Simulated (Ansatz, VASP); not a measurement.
# CsH in VASP and in Ansatz

File INCAR:

```
SYSTEM = CsH
PREC = Accurate ; ENCUT = 520
EDIFF = 1E-6 ; ISMEAR = 0
SIGMA = 0.05 ; LREAL = .FALSE.
LASPH = .TRUE. ; NELM = 60
ALGO = Normal ; ISIF = 2
LWAVE = .FALSE. ; LCHARG = .FALSE.
GGA = CA ; NBANDS = 12
```

KPOINTS

```
Automatic mesh
0
G
  8 8 8
  0 0 0
```

The input POSCAR:

```
CsH
1.0
    0.0000000000      3.2778497080      3.0156217313
    3.2778497080      0.0000000000      3.0156217313
    3.2778497080      3.2778497080      0.0000000000
Cs H
1 1
Direct
    0.0000000000      0.0000000000      0.0000000000
    0.5000000000      0.5000000000      0.5000000000
```

Input for Ansatz:

```yaml
crystal:
  lattice:
    - [0.0, 3.277849708, 3.0156217313]
    - [3.277849708, 0.0, 3.0156217313]
    - [3.277849708, 3.277849708, 0.0]
  atoms:
    - { symbol: Cs, position: [0.0, 0.0, 0.0] }
    - { symbol: H, position: [0.5, 0.5, 0.5] }
basis:
  ecutwfc: 420
kpoints:
  mp_grid: { grid: [8, 8, 8] }
hamiltonian:
  xc: lda
scf:
  occupations: { method: gaussian, width: 0.05 }
output:
  forces: true
  stress: true
  eigenvalues: true
  write_density: true
  write_potential: true
  elf: true
  volumetric_format: npy
```

Alike in both runs: task single point; functional LDA; k mesh 8 × 8 × 8; occupations gaussian, width 0.05 eV; no spin polarisation.

```csv
,VASP,Ansatz
version,VASP 6.6.1,Ansatz 0.2.0
potentials or method,"VASP PAW LDA potentials, release 64 (Cs_sv, H), cutoff 520 eV","scalar-relativistic, plane waves, PAW"
valence electrons in the cell,10,10
```

|  | VASP | Ansatz | Ansatz less VASP |
| --- | --- | --- | --- |
| gap on the k mesh at the Fermi level (eV) | 1.90 | 1.92 | +0.019 |
| least direct gap on the mesh (eV) | 1.90 | 1.92 | +0.019 |
| pressure (GPa) | -1.1 | -1.1 | -0.02 |
| traceless stress, the component that is largest in VASP (GPa) | 1.21 | 1.17 | -0.032 |

LDA's correlation is that of Perdew and Zunger in VASP and of Perdew and Wang (1992) in Ansatz.

Spin-orbit coupling is off throughout.
